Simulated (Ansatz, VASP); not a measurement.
## MgO: VASP beside Ansatz

The input INCAR:

```
SYSTEM = MgO
PREC = Accurate
ENCUT = 520
EDIFF = 1E-6
ISMEAR = 0
SIGMA = 0.05
LREAL = .FALSE.
LASPH = .TRUE.
NELM = 80
ALGO = Normal
ISIF = 2
LWAVE = .FALSE.
LCHARG = .TRUE.
GGA = PS
LELF = .TRUE.
LVHAR = .TRUE.
NBANDS = 16
```

KPOINTS

```
Automatic mesh
0
G
  9 9 6
  0 0 0
```

File POSCAR:

```
MgO
1.0
    3.7334612853      0.0000000000      0.0000000000
   -1.8667306427      3.2332723171      0.0000000000
    0.0000000000      0.0000000000      3.9694160385
Mg O
2 2
Direct
    0.6666666667      0.3333333333      0.7500000000
    0.3333333333      0.6666666667      0.2500000000
    0.6666666667      0.3333333333      0.2500000000
    0.3333333333      0.6666666667      0.7500000000
```

Input for Ansatz:

```yaml
crystal:
  lattice:
    - [3.7334612853, 0.0, 0.0]
    - [-1.8667306427, 3.2332723171, 0.0]
    - [0.0, 0.0, 3.9694160385]
  atoms:
    - { symbol: Mg, position: [0.6666666667, 0.3333333333, 0.75] }
    - { symbol: Mg, position: [0.3333333333, 0.6666666667, 0.25] }
    - { symbol: O, position: [0.6666666667, 0.3333333333, 0.25] }
    - { symbol: O, position: [0.3333333333, 0.6666666667, 0.75] }
basis:
  ecutwfc: 520.0
kpoints:
  mp_grid: { grid: [9, 9, 6] }
hamiltonian:
  xc: pbesol
  pseudopotentials: { kind: paw, azcp: { folder: soft_1 } }
scf:
  occupations: { method: gaussian, width: 0.05 }
output:
  forces: true
  stress: true
  eigenvalues: true
```

Alike in both runs: task single point; functional PBEsol; k mesh 9 × 9 × 6; occupations gaussian, width 0.05 eV; no spin polarisation.

```csv
,VASP,Ansatz
version,VASP 6.6.1,Ansatz 0.2.0
potentials or method,"VASP PAW PBE potentials, release 64 (Mg, O), cutoff 520 eV","scalar-relativistic, plane waves, PAW"
valence electrons in the cell,16,32
```

```csv
,VASP,Ansatz,Ansatz less VASP
gap on the k mesh at the Fermi level (eV),3.11,3.11,+0.008
least direct gap on the mesh (eV),3.11,3.11,+0.008
pressure (GPa),-4.9,-4.5,+0.43
"traceless stress, the component that is largest in VASP (GPa)",11.82,11.78,-0.033
```

VASP's potentials were made for PBE, not for PBEsol, and Ansatz warns of the same on its side. The functional is the same, so the differences come from potentials, cutoffs and numerics. VASP's potentials hold 16 valence electrons a cell and Ansatz's 32, so a difference there can come from the potentials and not from the codes.
